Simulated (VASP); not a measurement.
Here is a VASP 6.6.1 calculation.

The input INCAR:

```
ALGO = Normal
EDIFF = 1E-7
ENCUT = 520
GGA = PS
ISIF = 2
ISMEAR = -1
LASPH = T
LCHARG = T
LELF = T
LREAL = F
LVHAR = T
LWAVE = F
NBANDS = 18
NELM = 60
PREC = Accurate
SIGMA = 0.05
```

Contents of KPOINTS:

```
k-points
0
Gamma
  10 10 10
```

Contents of POSCAR:

```
ZnAu
1.0
    3.1470000000      0.0000000000      0.0000000000
    0.0000000000      3.1470000000      0.0000000000
    0.0000000000      0.0000000000      3.1470000000
Zn Au
1 1
Direct
    0.5000000000      0.5000000000      0.5000000000
    0.0000000000      0.0000000000      0.0000000000
```

Potentials or basis: VASP PAW PBE potentials, release 64 (Zn, Au).

The run is started by

```bash
$ cat potpaw_PBE.64/Zn/POTCAR potpaw_PBE.64/Au/POTCAR > POTCAR
$ mpirun -np 1 vasp_std > vasp.out
```

Q: Estimate the band gap on the k mesh.

A: Zero (an odd number of electrons rules out a gap without spin polarisation).

Q: Estimate the pressure.

A: -2.4 GPa.

Caveat: the PAW data sets were made with another functional, which shifts forces and pressure a little; spin-orbit coupling is left out, which moves the levels of the heavy elements.
